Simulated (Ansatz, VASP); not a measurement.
Zr: VASP beside Ansatz

```
Zr
1.0
     3.32890    0.00000    0.00000
    -1.66445    2.88291    0.00000
     0.00000    0.00000    5.29138
Zr
2
Direct
  0.33333 0.66667 0.25000
  0.66667 0.33333 0.75000
```

Alike in both runs: task single point; functional r2SCAN; k mesh 18 × 18 × 10; occupations fermi-dirac, width 0.1 eV; no spin polarisation.

|  | VASP | Ansatz |
| --- | --- | --- |
| version | VASP 6.6.1 | Ansatz 0.2.0 |
| potentials or method | VASP PAW PBE potentials, release 64 (Zr_sv), cutoff 520 eV | plane waves (500 eV) with PAW, scalar-relativistic |
| valence electrons in the cell | 24 | 24 |

VASP gave:

```
pressure (GPa)                                                : -6.4
traceless stress, the component that is largest in VASP (GPa) : -0.16
```

Problem. What did Ansatz give for the same quantities?

Solution. Pressure (GPa): -6.4; traceless stress, the component that is largest in VASP (GPa): -0.15.

VASP's potentials were made for PBE, not for r2SCAN. The functional is the same, so the differences come from potentials, cutoffs and numerics.
